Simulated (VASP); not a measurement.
# LiSi16 (a cell with a defect) in VASP: single point with PBEsol

Aim: the single point of LiSi16 (a cell with a defect) with PBEsol.

Program: VASP 6.6.1. These are calculated values, not measurements. Logs are shortened: lines on timing, memory, paths and dates and some standing lists are left out, and cuts for length are marked.

**1. The cell of the first run**

The cell holds a defect, 17 atoms: a = 7.679 Å, b = 7.679 Å, c = 7.679 Å, α = 60.00°, β = 60.00°, γ = 60.00°.

**2. Single point, PBEsol**

File INCAR:

```
  PREC = Accurate
  ENCUT = 520
  EDIFF = 1E-6
  ISMEAR = -1
  SIGMA = 0.05
  LREAL = Auto
  LASPH = T
  NELM = 60
  ALGO = Normal
  ISIF = 2
  LWAVE = F
  LCHARG = F
  GGA = PS
  NBANDS = 48
  NELECT = 66.0
```

File KPOINTS:

```
Automatic mesh
0
Gamma
  2 2 2
```

File POSCAR:

```
LiSi16
1.0
    0.0000000000      5.4300000000      5.4300000000
    5.4300000000      0.0000000000      5.4300000000
    5.4300000000      5.4300000000      0.0000000000
Si Li
16 1
Direct
   -0.0025455482      0.0006888086      0.0011578261
    0.1269476078      0.1227315059      0.1234959929
    0.0025611875     -0.0076986677      0.5027141539
    0.1272002208      0.1227556458      0.6272770087
    0.0020187481      0.5018397302     -0.0057032369
    0.1269427790      0.6268150287      0.1234977301
    0.0025517217      0.5024088859      0.5027053634
    0.1252616739      0.6242721654      0.6261631074
    0.5008391030      0.0005542410      0.0010432130
    0.6249758875      0.1250683513      0.1248901290
    0.5010592470      0.0007911275      0.4973486372
    0.6231443337      0.1227591190      0.6271497875
    0.5008343428      0.4975668589      0.0010389915
    0.6231362985      0.6266687629      0.1235214143
    0.4933453845      0.5021038533      0.5024422737
    0.6231456135      0.6269370760      0.6271452598
    0.8757389988      0.3732820073      0.3776109487
```

Potentials or basis: VASP PAW PBE potentials, release 64 (Si, Li_sv).

Command:

```bash
cat potpaw_PBE.64/Si/POTCAR potpaw_PBE.64/Li_sv/POTCAR > POTCAR
mpirun -np 1 vasp_std > vasp.out
```

OUTCAR:

```text
PREC = Accurate
   ENCUT = 520
   EDIFF = 1E-6
   ISMEAR = -1
   LREAL = Auto
   LASPH = T
   NELM = 60
   ISIF = 2
   GGA = PS
   NELECT = 66.0

 ion  position               nearest neighbor table
   1  0.997  0.001  0.001-  10 2.34   6 2.34   2 2.34   4 2.34
   2  0.127  0.123  0.123-   1 2.34   9 2.34   5 2.38   3 2.38  17 2.74
   3  0.003  0.992  0.503-   8 2.31   2 2.38  12 2.38   4 2.38  17 2.39
   4  0.127  0.123  0.627-  11 2.34   1 2.34   7 2.38   3 2.38  17 2.72
   5  0.002  0.502  0.994-   8 2.31  14 2.38   6 2.38   2 2.38  17 2.40
   6  0.127  0.627  0.123-   1 2.34  13 2.34   5 2.38   7 2.38  17 2.74
   7  0.003  0.502  0.503-   8 2.31   6 2.38  16 2.38   4 2.38  17 2.39
   8  0.125  0.624  0.626-   3 2.31   7 2.31  15 2.31   5 2.31
   9  0.501  0.001  0.001-  10 2.34  14 2.34   2 2.34  12 2.34
  10  0.625  0.125  0.125-  11 2.34   1 2.34   9 2.34  13 2.34
  11  0.501  0.001  0.497-  10 2.34  16 2.34  12 2.34   4 2.34
  12  0.623  0.123  0.627-  11 2.34   9 2.34  15 2.38   3 2.38  17 2.73
  13  0.501  0.498  0.001-  10 2.34  14 2.34   6 2.34  16 2.34
  14  0.623  0.627  0.124-   9 2.34  13 2.34   5 2.38  15 2.38  17 2.75
  15  0.493  0.502  0.502-   8 2.31  14 2.38  16 2.38  12 2.38  17 2.40
  16  0.623  0.627  0.627-  11 2.34  13 2.34  15 2.38   7 2.38  17 2.73
  17  0.876  0.373  0.378-   3 2.39   7 2.39  15 2.40   5 2.40   4 2.72  12 2.73  16 2.73   2 2.74
                             6 2.74  14 2.75

  LATTYP: Found a face centered cubic cell.
 ALAT       =    10.8600000000

  Lattice vectors:

 A1 = (   0.0000000000,   5.4300000000,   5.4300000000)
 A2 = (   5.4300000000,   0.0000000000,   5.4300000000)
 A3 = (   5.4300000000,   5.4300000000,   0.0000000000)

Analysis of symmetry for initial positions (statically):
=====================================================================
 Subroutine PRICEL returns:
 Original cell was already a primitive cell.

 Routine SETGRP: Setting up the symmetry group for a
 face centered cubic supercell.

 Subroutine GETGRP returns: Found  1 space group operations
 (whereof  1 operations were pure point group operations)
 out of a pool of 48 trial point group operations.

The static configuration has the point symmetry C_1 .

Analysis of symmetry for dynamics (positions and initial velocities):
=====================================================================
 Subroutine PRICEL returns:
 Original cell was already a primitive cell.

 Routine SETGRP: Setting up the symmetry group for a
 face centered cubic supercell.

 Subroutine GETGRP returns: Found  1 space group operations
 (whereof  1 operations were pure point group operations)
 out of a pool of 48 trial point group operations.

The dynamic configuration has the point symmetry C_1 .

 Subroutine INISYM returns: Found  1 space group operations
 (whereof  1 operations are pure point group operations),
 and found     1 'primitive' translations

----------------------------------------------------------------------------------------

                                     Primitive cell

  volume of cell :     320.2060

  direct lattice vectors                    reciprocal lattice vectors
     0.000000000  5.430000000  5.430000000    -0.092081031  0.092081031  0.092081031
     5.430000000  0.000000000  5.430000000     0.092081031 -0.092081031  0.092081031
     5.430000000  5.430000000  0.000000000     0.092081031  0.092081031 -0.092081031

  length of vectors
     7.679179644  7.679179644  7.679179644     0.159489025  0.159489025  0.159489025

  position of ions in fractional coordinates (direct lattice)
     0.997454452  0.000688809  0.001157826
     0.126947608  0.122731506  0.123495993
     0.002561187  0.992301332  0.502714154
     0.127200221  0.122755646  0.627277009
     0.002018748  0.501839730  0.994296763
     0.126942779  0.626815029  0.123497730
[... 9 lines left out ...]
     0.623145614  0.626937076  0.627145260
     0.875738999  0.373282007  0.377610949

  ion indices of the primitive-cell ions
   primitive index   ion index
                 1           1
                 2           2
                 3           3
                 4           4
                 5           5
                 6           6
[... 9 lines left out ...]
                16          16
                17          17

----------------------------------------------------------------------------------------

 KPOINTS: Automatic mesh

Automatic generation of k-mesh.
 Grid dimensions read from file:
 generate k-points for:    2    2    2

 Generating k-lattice:

  Cartesian coordinates                     Fractional coordinates (reciprocal lattice)
    -0.046040516  0.046040516  0.046040516     0.500000000  0.000000000  0.000000000
     0.046040516 -0.046040516  0.046040516     0.000000000  0.500000000  0.000000000
     0.046040516  0.046040516 -0.046040516     0.000000000  0.000000000  0.500000000

  Length of vectors
     0.079744512  0.079744512  0.079744512

  Shift w.r.t. Gamma in fractional coordinates (k-lattice)
     0.000000000  0.000000000  0.000000000

 Subroutine IBZKPT returns following result:
 ===========================================

 Found      8 irreducible k-points:

 Following reciprocal coordinates:
            Coordinates               Weight
  0.000000  0.000000  0.000000      1.000000
  0.500000  0.000000  0.000000      1.000000
  0.000000  0.500000  0.000000      1.000000
  0.000000  0.000000  0.500000      1.000000
  0.500000  0.500000  0.500000      1.000000
  0.500000  0.500000  0.000000      1.000000
  0.000000  0.500000  0.500000      1.000000
  0.500000  0.000000  0.500000      1.000000
   k-points           NKPTS =      8   k-points in BZ     NKDIM =      8   number of bands    NBANDS=     48
   number of dos      NEDOS =    301   number of ions     NIONS =     17
   total plane-waves  NPLWV = 216000
   dimension x,y,z NGX =    60 NGY =   60 NGZ =   60
   dimension x,y,z NGXF=   120 NGYF=  120 NGZF=  120
   ions per type =              16   1
   NGX,Y,Z   is equivalent  to a cutoff of  12.99, 12.99, 12.99 a.u.
   NGXF,Y,Z  is equivalent  to a cutoff of  25.98, 25.98, 25.98 a.u.
 SYSTEM =  unknown system
   PREC   = accura    normal or accurate (medium, high low for compatibility)
   ISTART =      0    job   : 0-new  1-cont  2-samecut
   ICHARG =      2    charge: 1-file 2-atom 10-const
   ISPIN  =      1    spin polarized calculation?
   LNONCOLLINEAR =      F non collinear calculations
   LSORBIT =      F    spin-orbit coupling
   LASPH  =      T    aspherical Exc in radial PAW
   ENCUT  =  520.0 eV  38.22 Ry    6.18 a.u.  14.28 14.28 14.28*2*pi/ulx,y,z
   NELM   =     60;   NELMIN=  2; NELMDL= -5     # of ELM steps
   EDIFF  = 0.1E-05   stopping-criterion for ELM
   LREAL  =      T    real-space projection
   EDIFFG = 0.1E-04   stopping-criterion for IOM
   NSW    =      0    number of steps for IOM
   IBRION =     -1    ionic relax: 0-MD 1-quasi-New 2-CG
   NFREE  =      0    steps in history (QN), initial steepest desc. (CG)
   ISIF   =      2    stress and relaxation
   ISYM   =      2    0-nonsym 1-usesym 2-fastsym
   POTIM  = 0.5000    time-step for ionic-motion
   TEBEG  =    0.0;   TEEND  =   0.0 temperature during run
   PSTRESS=    0.0 pullay stress
   NELECT =      66.0000    total number of electrons
   NUPDOWN=      -1.0000    fix difference up-down
   EMIN   =  10.00;   EMAX   =-10.00  energy-range for DOS
   EFERMI =   0.00;   METHOD = LEGACY
   ISMEAR =    -1;   SIGMA  =   0.05  broadening in eV -4-tet -1-fermi 0-gaus
   EFERMI_NEDOS =   21; number of points for ismear=-14 and -15
   IALGO  =     38    algorithm
   IMIX   =      4    mixing-type and parameters
     AMIX     =   0.40;   BMIX     =  1.00
     AMIX_MAG =   1.60;   BMIX_MAG =  1.00
  volume/ion in A,a.u.               =      18.84       127.11
  Fermi-wavevector in a.u.,A,eV,Ry     =   0.967044  1.827449 12.723821  0.935174
  Thomas-Fermi vector in A             =   2.096897
   LORBIT       =      0    0 simple, 1 ext, 2 COOP (PROOUT), +10 PAW based schemes
   GGA     = PS    functional components
   LHFCALC =     F    Hartree Fock is set to
   AEXX    =    0.0000 exact exchange contribution
   IVDW    =     0    specifies the selected vdW correction
   LEPSILON=     F    determine dielectric tensor
   LRPA    =     F    only Hartree local field effects (RPA)
 non-spin polarized calculation
  energy-cutoff  :      520.00
  volume of cell :      320.21
 maximum number of plane-waves:      8646
 NGX is ok and might be reduce to    60
   NGX = 29   NGY = 29   NGZ = 29

 number of electron      65.9999999 magnetization

 Free energy of the ion-electron system (eV)
  ---------------------------------------------------
  ext. energy  EPLUGINS =         0.00000000
  ---------------------------------------------------
  free energy    TOTEN  =       -98.75991036 eV

  energy without entropy =      -98.75702734  energy(sigma->0) =      -98.75846885

 E-fermi :   6.2605     XC(G=0):  -9.5856

 val. band max:        6.0074198466   @ k =   0.0000   0.0000   0.0000
 cond. band min:       6.5224600491   @ k =   0.0000   0.0000   0.0000
 fundamental gap:      0.5150402025
 Fermi energy:         6.2604984421

 k-point     1 :       0.0000    0.0000    0.0000
  band No.  band energies     occupation
      1     -39.7492      2.00000
      2      -5.9911      2.00000
      3      -3.7228      2.00000
      4      -3.6614      2.00000
      5      -3.6611      2.00000
      6      -3.6610      2.00000
[... 37 lines left out ...]
     44       8.2571      0.00000
     45       8.2616      0.00000

 k-point     2 :       0.5000    0.0000    0.0000
  band No.  band energies     occupation
      1     -39.7492      2.00000
      2      -5.2596      2.00000
      3      -5.1345      2.00000
      4      -3.4068      2.00000
      5      -3.3663      2.00000
      6      -3.3660      2.00000
[... 280 lines left out ...]
 k-point     8 :       0.5000    0.0000    0.5000
  band No.  band energies     occupation
      1     -39.7492      2.00000
      2      -4.9713      2.00000
      3      -4.8776      2.00000
      4      -3.9869      2.00000
      5      -3.9538      2.00000
      6      -3.9535      2.00000
[... 37 lines left out ...]
     44      10.1987      0.00000
     45      10.2815      0.00000
 [bands above 45 left out]

------------------------ aborting loop because EDIFF is reached ----------------------------------------

  FORCE on cell =-STRESS in cart. coord.  units (eV):
  Direction    XX          YY          ZZ          XY          YZ          ZX
  --------------------------------------------------------------------------------------
  -------------------------------------------------------------------------------------
  Total       -4.5353809     -4.5289807     -4.5341212     -0.0067398      0.0058463      0.0297382
  in kB      -22.6931540    -22.6611304    -22.6868510     -0.0337232      0.0292526      0.1487975
  external PRESSURE =     -22.6803785 kB  Pullay stress =       0.0000000 kB

 VOLUME and BASIS-vectors are now :
 -----------------------------------------------------------------------------
  energy-cutoff  :      520.00
  volume of cell :      320.21
      direct lattice vectors                 reciprocal lattice vectors
     0.000000000  5.430000000  5.430000000    -0.092081031  0.092081031  0.092081031
     5.430000000  0.000000000  5.430000000     0.092081031 -0.092081031  0.092081031
     5.430000000  5.430000000  0.000000000     0.092081031  0.092081031 -0.092081031

 POSITION                                       TOTAL-FORCE (eV/Angst)
 -----------------------------------------------------------------------------------
      0.01003      5.42246      5.41992        -0.008498      0.002938      0.008660
      1.33702      1.35991      1.35576        -0.002441      0.006609     -0.006962
      8.11793      2.74365      5.40210         0.006406      0.013786     -0.002693
      4.07268      4.09681      1.35726         0.000012     -0.005363     -0.000255
      8.12402      5.40999      2.73595        -0.006671      0.002823      0.006326
      4.07420      1.35989      4.09290         0.006880      0.006463      0.002695
[... 9 lines left out ...]
      6.80967      6.78908      6.78795        -0.001908      0.004009      0.004034
      4.07735      6.80569      6.78218        -0.008343     -0.038251      0.009687
 -----------------------------------------------------------------------------------
    total drift:                               -0.001099      0.002292      0.001166

  FREE ENERGIE OF THE ION-ELECTRON SYSTEM (eV)
  ---------------------------------------------------
  free  energy   TOTEN  =       -98.7599103553 eV

  energy  without entropy=      -98.7570273404  energy(sigma->0) =      -98.75846885
```

Wall time 4.6 min (1 thread of Intel Xeon Platinum 8488C (Sapphire Rapids), shared host); peak memory 0.48 GiB.

What came out:

- Free energy: -98.7599 eV
- Largest force: 0.040 eV/Å

Forces in eV/Å, atoms in the order of the input:
```
Si  -0.008  0.003  0.009
Si  -0.002  0.007 -0.007
Si   0.006  0.014 -0.003
Si   0.000 -0.005  0.000
Si  -0.007  0.003  0.006
Si   0.007  0.006  0.003
Si   0.002  0.014 -0.007
Si  -0.002 -0.007  0.002
Si  -0.004 -0.008 -0.002
Si   0.001  0.002 -0.001
Si   0.010  0.006 -0.009
Si  -0.004  0.004  0.002
Si   0.002 -0.007  0.004
Si   0.003 -0.008 -0.003
Si   0.008  0.011 -0.008
Si  -0.002  0.004  0.004
Li  -0.008 -0.038  0.010
```

Caveat: the k points lie up to 0.50 Å⁻¹ apart; the cell carries a net charge on a neutralising background, which shifts energy and pressure; the cell is charged against a uniform background, so pressure and absolute levels hang on convention; the cutoff is under 1.25 times the usual one of these potentials, so pressure, stress and relaxed cells hold a basis-set (Pulay) error; the PAW data sets were made with another functional, which shifts forces and pressure a little.
